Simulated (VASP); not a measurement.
Set up this calculation in VASP 6.6.1, as the native input.

```yaml
Task: electric field gradients
Functional: PBE
Potentials_or_basis: VASP PAW PBE potentials, release 64 (Bi_d, Te)
Cutoff: 520 eV
k_mesh: 10 × 10 × 10
Occupations: fermi-dirac, width 0.08 eV
Spin: no spin polarisation
Dipole_correction: no
Further_INCAR_settings: ALGO = Normal; EDIFF = 1e-08; NBANDS = 18
```

The structure of BiTe lies in POSCAR:

```
BiTe
1.0
   -0.0647000000      3.2350000000      3.2350000000
    3.2350000000     -0.0647000000      3.2350000000
    3.1703000000      3.1703000000      0.0000000000
Bi Te
1 1
Direct
    0.0000000000      0.0000000000      0.0000000000
    0.5000000000      0.5000000000      0.5000000000
```

This cell differs from its parent crystal: xy shear strain of -4 %.

These files were run (other wordings do the same):

INCAR

```
SYSTEM = BiTe
ALGO = Normal
EDIFF = 1E-8
ENCUT = 520
GGA = PE
ISIF = 2
ISMEAR = -1
LASPH = .TRUE.
LCHARG = .FALSE.
LEFG = .TRUE.
LREAL = .FALSE.
LWAVE = .FALSE.
NBANDS = 18
NELM = 80
PREC = Accurate
SIGMA = 0.08
```

KPOINTS

```
k-points
0
G
  10 10 10
  0 0 0
```

Potentials or basis: VASP PAW PBE potentials, release 64 (Bi_d, Te).

The run is started by

```bash
$ cat potpaw_PBE.64/Bi_d/POTCAR potpaw_PBE.64/Te/POTCAR > POTCAR
$ mpirun -np 1 vasp_std > vasp.out
```

Results of the run:

| Quantity | Value |
| --- | --- |
| Pressure | 0.7 GPa |
| Band gap on the k mesh | zero (an odd number of electrons rules out a gap without spin polarisation) |
| Largest electric field gradient by atom | Bi +38.7; Te -23.3 V/Å² |

Caveat: the cell differs from its parent crystal (xy shear strain of -4 %); without QUAD_EFG the Cq values of the log hold for a quadrupole moment of 1 mb, not for the nuclei; spin-orbit coupling is left out, which moves the levels of the heavy elements.

Run time: 2.1 min on 1 thread of Intel(R) Xeon(R) Platinum 8488C (Sapphire Rapids), on a shared host, peak memory 0.36 GiB.
